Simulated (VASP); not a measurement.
# CsPbBr3: single point with PBEsol

The system is CsPbBr3.

```
Cs Pb Br
1.0
     5.62513    0.00000    0.00000
     0.00000    5.62513    0.00000
     0.00000    0.00000    5.62513
Cs Pb Br
1 1 3
Direct
  0.00000 0.00000 0.00000
  0.50000 0.50000 0.50000
  0.00000 0.50000 0.50000
  0.50000 0.00000 0.50000
  0.50000 0.50000 0.00000
```

This cell differs from its parent crystal: volume scaled by 0.88.

| Quantity | Value |
| --- | --- |
| Program | VASP 6.6.1 |
| Task | single point |
| Functional | PBEsol |
| Potentials or basis | VASP PAW PBE potentials, release 64 (Cs_sv, Pb_d, Br) |
| Cutoff | 520 eV |
| k mesh | 6 × 6 × 6 |
| Occupations | gaussian, width 0.02 eV |
| Spin | no spin polarisation |
| Dipole correction | no |
| Further INCAR settings | ALGO = Normal; EDIFF = 1e-07; NBANDS = 30 |

```
Pressure               : 3.8 GPa
Band gap on the k mesh : 0.80 eV, direct
```

Levels at points of the mesh, in eV from the valence-band top:
```csv
k point,band 19,band 20,band 21,band 22,band 23,band 24,band 25,band 26
"(0.00, 0.00, 0.00)",-3.21,-3.01,-3.01,-3.01,2.13,2.99,2.99,3.80
"(0.50, 0.00, 0.00)",-3.37,-3.19,-3.19,-1.94,2.13,3.74,4.27,4.29
"(0.50, 0.50, 0.00)",-3.50,-3.14,-2.59,-0.96,1.51,1.51,4.38,4.52
"(0.50, 0.50, 0.50)",-2.57,-2.57,-2.57,0.00,0.80,0.80,0.80,3.61
```

Wall time 2.3 min on 1 thread of AMD EPYC 7R13 Processor (Zen 3), with other jobs on the host, peak memory 0.28 GiB.

Caveat: the PAW data sets were made with another functional, which shifts forces and pressure a little; spin-orbit coupling is left out, which moves the levels of the heavy elements. A k mesh can miss the band edges.
